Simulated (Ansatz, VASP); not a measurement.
# Two plane-wave programs on BaHfO3

```
Ba Hf O
1.0
     4.20476    0.00000    0.00000
     0.00000    4.20476    0.00000
     0.00000    0.00000    4.20476
Ba Hf O
1 1 3
Direct
  0.50000 0.50000 0.50000
  0.00000 0.00000 0.00000
  0.00000 0.50000 0.00000
  0.50000 0.00000 0.00000
  0.00000 0.00000 0.50000
```

Alike in both runs: task relaxation of cell and atoms; functional PBE; k mesh 6 × 6 × 6; occupations gaussian, width 0.02 eV; no spin polarisation.

|  | VASP | Ansatz |
| --- | --- | --- |
| version | VASP 6.6.1 | Ansatz 0.2.0 |
| potentials or method | VASP PAW PBE potentials, release 64 (Ba_sv, Hf_pv, O), cutoff 600 eV | scalar-relativistic, plane waves, PAW |
| valence electrons in the cell | 38 | 54 |

|  | VASP | Ansatz | Ansatz less VASP |
| --- | --- | --- | --- |
| gap on the k mesh at the Fermi level, each at its own relaxed structure (eV) | 3.55 | 3.62 | +0.077 |
| relaxed volume (Å³/atom) | 14.81 | 14.88 | +0.068 |
| relaxed cell length with the largest relative difference (Å) | 4.200 | 4.206 | +0.0064 |

VASP's potentials hold 38 valence electrons a cell and Ansatz's 54, so a difference there can come from the potentials and not from the codes.

Neither program's run includes spin-orbit coupling.
